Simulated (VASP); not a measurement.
# GeI (P4/mmm) in VASP: relaxation of cell and atoms with PBE

Aim: the relaxation of cell and atoms of GeI with PBE.

Everything below comes from runs of VASP 6.6.1. Logs are shortened: lines on timing, memory, paths and dates and some standing lists are left out, and cuts for length are marked.

## Step 1: The cell of the first run

The structure is tetragonal, space group P4/mmm (No. 123). Conventional cell: a = 4.500 Å, b = 4.500 Å, c = 3.630 Å, α = 90.00°, β = 90.00°, γ = 90.00°. Ge (site symmetry 4/mmm) has 6 Ge at 3.63 to 4.50 Å and 8 I at 3.66 Å within 4.8 Å. Within 4.8 Å of I (site symmetry 4/mmm) lie 6 I at 3.63 to 4.50 Å and 8 Ge at 3.66 Å.

## Step 2: Relaxation of cell and atoms, PBE

Input file INCAR:

```
SYSTEM = GeI
PREC     = Accurate       ! precision mode
ENCUT    = 600            ! plane-wave cutoff, eV
EDIFF    = 1E-6           ! SCF threshold, eV
ISMEAR   = 0              ! smearing method
SIGMA    = 0.1            ! smearing width, eV
LREAL    = .FALSE.        ! projectors in reciprocal space
LASPH    = .TRUE.         ! aspherical terms in the spheres
NELM     = 60             ! most SCF steps
ALGO     = Normal         ! electronic algorithm
ISIF     = 3              ! what is computed and relaxed
LWAVE    = .FALSE.        ! write WAVECAR
LCHARG   = .FALSE.        ! write CHGCAR
GGA      = PE             ! functional
IBRION   = 2              ! ionic algorithm
NSW      = 90             ! ionic steps
EDIFFG   = -0.04          ! ionic threshold
```

Input file KPOINTS:

```
Automatic mesh
0
G
  4 4 6
  0 0 0
```

Input file POSCAR:

```
GeI
1.0
    4.4996046100      0.0000000000      0.0000000000
    0.0000000000      4.4996046100      0.0000000000
    0.0000000000      0.0000000000      3.6304273000
Ge I
1 1
Direct
    0.0000000000      0.0000000000      0.0000000000
    0.5000000000      0.5000000000      0.5000000000
```

Potentials or basis: VASP PAW PBE potentials, release 64 (Ge_d, I).

On the command line:

```sh
> cat potpaw_PBE.64/Ge_d/POTCAR potpaw_PBE.64/I/POTCAR > POTCAR
> mpirun -np 1 vasp_std > vasp.out
```

OUTCAR:

```text
SYSTEM = GeI
   PREC = Accurate
   ENCUT = 600
   EDIFF = 1E-6
   ISMEAR = 0
   LREAL = .FALSE.
   LASPH = .TRUE.
   NELM = 60
   ISIF = 3
   GGA = PE
   IBRION = 2
   NSW = 90
   EDIFFG = -0.04

 ion  position               nearest neighbor table
   1  0.000  0.000  0.000-
   2  0.500  0.500  0.500-

  LATTYP: Found a simple tetragonal cell.
 ALAT       =     4.4996046100
 C/A-ratio  =     0.8068325141

  Lattice vectors:

 A1 = (   4.4996046100,   0.0000000000,   0.0000000000)
 A2 = (   0.0000000000,   4.4996046100,   0.0000000000)
 A3 = (   0.0000000000,   0.0000000000,   3.6304273000)

Analysis of symmetry for initial positions (statically):
=====================================================================
 Subroutine PRICEL returns:
 Original cell was already a primitive cell.

 Routine SETGRP: Setting up the symmetry group for a
 simple tetragonal supercell.

 Subroutine GETGRP returns: Found 16 space group operations
 (whereof 16 operations were pure point group operations)
 out of a pool of 16 trial point group operations.

The static configuration has the point symmetry D_4h.

Analysis of symmetry for dynamics (positions and initial velocities):
=====================================================================
 Subroutine PRICEL returns:
 Original cell was already a primitive cell.

 Routine SETGRP: Setting up the symmetry group for a
 simple tetragonal supercell.

 Subroutine GETGRP returns: Found 16 space group operations
 (whereof 16 operations were pure point group operations)
 out of a pool of 16 trial point group operations.

The dynamic configuration has the point symmetry D_4h.

 Subroutine INISYM returns: Found 16 space group operations
 (whereof 16 operations are pure point group operations),
 and found     1 'primitive' translations

----------------------------------------------------------------------------------------

                                     Primitive cell

  volume of cell :      73.5032

  direct lattice vectors                    reciprocal lattice vectors
     4.499604610  0.000000000  0.000000000     0.222241749  0.000000000  0.000000000
     0.000000000  4.499604610  0.000000000     0.000000000  0.222241749  0.000000000
     0.000000000  0.000000000  3.630427300     0.000000000  0.000000000  0.275449670

  length of vectors
     4.499604610  4.499604610  3.630427300     0.222241749  0.222241749  0.275449670

  position of ions in fractional coordinates (direct lattice)
     0.000000000  0.000000000  0.000000000
     0.500000000  0.500000000  0.500000000

  ion indices of the primitive-cell ions
   primitive index   ion index
                 1           1
                 2           2

----------------------------------------------------------------------------------------

 KPOINTS: Automatic mesh

Automatic generation of k-mesh.
 Grid dimensions read from file:
 generate k-points for:    4    4    6

 Generating k-lattice:

  Cartesian coordinates                     Fractional coordinates (reciprocal lattice)
     0.055560437  0.000000000  0.000000000     0.250000000  0.000000000  0.000000000
     0.000000000  0.055560437  0.000000000     0.000000000  0.250000000  0.000000000
     0.000000000  0.000000000  0.045908278     0.000000000  0.000000000  0.166666667

  Length of vectors
     0.055560437  0.055560437  0.045908278

  Shift w.r.t. Gamma in fractional coordinates (k-lattice)
     0.000000000  0.000000000  0.000000000

 Subroutine IBZKPT returns following result:
 ===========================================

 Found     24 irreducible k-points:

 Following reciprocal coordinates:
            Coordinates               Weight
  0.000000  0.000000  0.000000      1.000000
  0.250000  0.000000  0.000000      4.000000
  0.500000  0.000000  0.000000      2.000000
  0.250000  0.250000  0.000000      4.000000
  0.500000  0.250000  0.000000      4.000000
  0.500000  0.500000  0.000000      1.000000
[... 16 lines left out ...]
  0.500000  0.250000  0.500000      4.000000
  0.500000  0.500000  0.500000      1.000000
   k-points           NKPTS =     24   k-points in BZ     NKDIM =     24   number of bands    NBANDS=     14
   number of dos      NEDOS =    301   number of ions     NIONS =      2
   total plane-waves  NPLWV =  38880
   dimension x,y,z NGX =    36 NGY =   36 NGZ =   30
   dimension x,y,z NGXF=    72 NGYF=   72 NGZF=   60
   ions per type =               1   1
   NGX,Y,Z   is equivalent  to a cutoff of  13.30, 13.30, 13.74 a.u.
   NGXF,Y,Z  is equivalent  to a cutoff of  26.60, 26.60, 27.48 a.u.
 SYSTEM =  GeI
   PREC   = accura    normal or accurate (medium, high low for compatibility)
   ISTART =      0    job   : 0-new  1-cont  2-samecut
   ICHARG =      2    charge: 1-file 2-atom 10-const
   ISPIN  =      1    spin polarized calculation?
   LNONCOLLINEAR =      F non collinear calculations
   LSORBIT =      F    spin-orbit coupling
   LASPH  =      T    aspherical Exc in radial PAW
   ENCUT  =  600.0 eV  44.10 Ry    6.64 a.u.   8.99  8.99  7.25*2*pi/ulx,y,z
   NELM   =     60;   NELMIN=  2; NELMDL= -5     # of ELM steps
   EDIFF  = 0.1E-05   stopping-criterion for ELM
   LREAL  =      F    real-space projection
   EDIFFG = -.4E-01   stopping-criterion for IOM
   NSW    =     90    number of steps for IOM
   IBRION =      2    ionic relax: 0-MD 1-quasi-New 2-CG
   NFREE  =      1    steps in history (QN), initial steepest desc. (CG)
   ISIF   =      3    stress and relaxation
   ISYM   =      2    0-nonsym 1-usesym 2-fastsym
   POTIM  = 0.5000    time-step for ionic-motion
   TEBEG  =    0.0;   TEEND  =   0.0 temperature during run
   PSTRESS=    0.0 pullay stress
   NELECT =      21.0000    total number of electrons
   NUPDOWN=      -1.0000    fix difference up-down
   EMIN   =  10.00;   EMAX   =-10.00  energy-range for DOS
   EFERMI =   0.00;   METHOD = LEGACY
   ISMEAR =     0;   SIGMA  =   0.10  broadening in eV -4-tet -1-fermi 0-gaus
   EFERMI_NEDOS =   21; number of points for ismear=-14 and -15
   IALGO  =     38    algorithm
   IMIX   =      4    mixing-type and parameters
     AMIX     =   0.40;   BMIX     =  1.00
     AMIX_MAG =   1.60;   BMIX_MAG =  1.00
  volume/ion in A,a.u.               =      36.75       248.01
  Fermi-wavevector in a.u.,A,eV,Ry     =   1.078233  2.037564 15.817936  1.162585
  Thomas-Fermi vector in A             =   2.214166
   LORBIT       =      0    0 simple, 1 ext, 2 COOP (PROOUT), +10 PAW based schemes
   GGA     = PE    functional components
   LHFCALC =     F    Hartree Fock is set to
   AEXX    =    0.0000 exact exchange contribution
   IVDW    =     0    specifies the selected vdW correction
   LEPSILON=     F    determine dielectric tensor
   LRPA    =     F    only Hartree local field effects (RPA)
 conjugate gradient relaxation of ions
 non-spin polarized calculation
 Gauss-broadening in eV      SIGMA  =   0.10
  energy-cutoff  :      600.00
  volume of cell :       73.50
 maximum number of plane-waves:      2472
 NGX is ok and might be reduce to    36
   NGX = 17   NGY = 17   NGZ = 15

--------------------------------------- Ionic step        1  -------------------------------------------

 number of electron      20.9999988 magnetization

 Free energy of the ion-electron system (eV)
  ---------------------------------------------------
  ext. energy  EPLUGINS =         0.00000000
  ---------------------------------------------------
  free energy    TOTEN  =        -4.75025524 eV

  energy without entropy =       -4.74104700  energy(sigma->0) =       -4.74565112

------------------------ aborting loop because EDIFF is reached ----------------------------------------

  FORCE on cell =-STRESS in cart. coord.  units (eV):
  Direction    XX          YY          ZZ          XY          YZ          ZX
  --------------------------------------------------------------------------------------
  -------------------------------------------------------------------------------------
  Total       -2.5539495     -2.5539495     -0.8175816      0.0000000      0.0000000      0.0000000
  in kB      -55.6693871    -55.6693871    -17.8211309      0.0000000      0.0000000      0.0000000
  external PRESSURE =     -43.0533017 kB  Pullay stress =       0.0000000 kB
[... 1323 lines left out ...]
 k-point    24 :       0.5000    0.5000    0.5000
  band No.  band energies     occupation
      1     -18.4750      2.00000
      2     -18.4750      2.00000
      3     -18.4715      2.00000
      4     -18.4639      2.00000
      5     -18.4596      2.00000
      6      -6.0117      2.00000
      7      -0.1683      2.00000
      8       2.2542      2.00000
      9       2.2883      2.00000
     10       2.2883      2.00000
     11       4.8337      2.00000
     12       4.8582      2.00000
     13       4.8582      2.00000
     14      20.3669      0.00000

[... ionic steps 4 to 11 ...]

--------------------------------------- Ionic step       12  -------------------------------------------

 number of electron      20.9999986 magnetization

------------------------ aborting loop because EDIFF is reached ----------------------------------------

  FORCE on cell =-STRESS in cart. coord.  units (eV):
  Direction    XX          YY          ZZ          XY          YZ          ZX
  --------------------------------------------------------------------------------------
  -------------------------------------------------------------------------------------
  Total       -0.0563871     -0.0563871      0.0925922      0.0000000      0.0000000     -0.0000000
  in kB       -1.6726627     -1.6726627      2.7466492      0.0000000      0.0000000     -0.0000000
  external PRESSURE =      -0.1995587 kB  Pullay stress =       0.0000000 kB
[... 57 lines left out ...]
  energy  without entropy=       -5.3172109802  energy(sigma->0) =       -5.32181497

--------------------------------------- Ionic step       14  -------------------------------------------

 number of electron      20.9999987 magnetization

 Free energy of the ion-electron system (eV)
  ---------------------------------------------------
  ext. energy  EPLUGINS =         0.00000000
  ---------------------------------------------------
  free energy    TOTEN  =        -5.32670036 eV

  energy without entropy =       -5.31686514  energy(sigma->0) =       -5.32178275

 E-fermi :   6.6676     XC(G=0):  -9.9595

 val. band max:        6.6013367455   @ k =   0.5000   0.2500   0.5000
 cond. band min:       6.6735253667   @ k =   0.2500   0.2500   0.3333
 fundamental gap:      0.0721886211
 Fermi energy:         6.6676043435

 k-point     1 :       0.0000    0.0000    0.0000
  band No.  band energies     occupation
      1     -18.8836      2.00000
      2     -18.8768      2.00000
      3     -18.8735      2.00000
      4     -18.8735      2.00000
      5     -18.8684      2.00000
      6      -8.2561      2.00000
      7      -0.9147      2.00000
      8       3.3290      2.00000
      9       3.3290      2.00000
     10       3.3458      2.00000
     11       9.6758      0.00000
     12       9.6780      0.00000
[... 420 lines left out ...]
  FREE ENERGIE OF THE ION-ELECTRON SYSTEM (eV)
  ---------------------------------------------------
  free  energy   TOTEN  =        -5.3267003559 eV

  energy  without entropy=       -5.3168651354  energy(sigma->0) =       -5.32178275

 reached required accuracy - stopping structural energy minimisation
```

It took 3.6 min on 1 thread of AMD EPYC 7R13 (Zen 3), shared host; peak memory 0.19 GiB.

Results:

| Quantity | Value |
| --- | --- |
| Free energy | -5.3267 eV |
| Relaxed volume | 27.01 Å³/atom |
| Relaxed cell | a = 3.782 Å, b = 3.782 Å, c = 3.777 Å, α = 90.00°, β = 90.00°, γ = 90.00° |
| Space group after relaxing (to 0.05 Å) | Pm-3m (No. 221) |
| Energy gained by relaxing | 288.2 meV/atom |
| Ionic steps | 14 |
| Pressure after relaxing | 0.0 GPa |

Stress tensor (GPa, compression positive):
```
-0.04  0.00  0.00
 0.00 -0.04  0.00
 0.00  0.00  0.07
```

Step by step:
```
step  energy change (eV)  largest force (eV/Å)  pressure (GPa)  volume (Å³)
   1              0.0000                0.0000           -4.31        73.50
   2             -0.3034                0.0000           -3.06        63.45
   3              0.5237                0.0000           31.11        38.45
   4             -0.4304                0.0000           -1.60        58.10
   5             -0.4560                0.0000            3.35        51.10
   6             -0.4706                0.0000            1.68        53.54
   7             -0.5604                0.0000            1.07        52.68
   8             -0.5679                0.0000            1.54        52.17
   9             -0.5691                0.0000            1.43        52.28
  10             -0.5750                0.0000           -0.74        54.68
  11             -0.5762                0.0000            0.11        53.93
  12             -0.5762                0.0000           -0.02        54.01
  13             -0.5762                0.0000            0.17        53.98
  14             -0.5764                0.0000           -0.01        54.03
```

Final structure:
```cif
data_structure
_symmetry_space_group_name_H-M 'P 1'
_symmetry_Int_Tables_number 1
_cell_length_a 3.7824
_cell_length_b 3.7824
_cell_length_c 3.7766
_cell_angle_alpha 90.000
_cell_angle_beta 90.000
_cell_angle_gamma 90.000
_cell_volume 54.03
loop_
_atom_site_label
_atom_site_type_symbol
_atom_site_fract_x
_atom_site_fract_y
_atom_site_fract_z
_atom_site_occupancy
Ge1 Ge 0.00000 0.00000 0.00000 1
I1 I 0.50000 0.50000 0.50000 1
```

Caveat: the volume moved by over 15 % at a fixed basis, so the end points are rough; spin-orbit coupling is left out, which moves the levels of the heavy elements; an odd number of electrons without spin polarisation forces a metal; a magnetic or distorted state may lie lower.
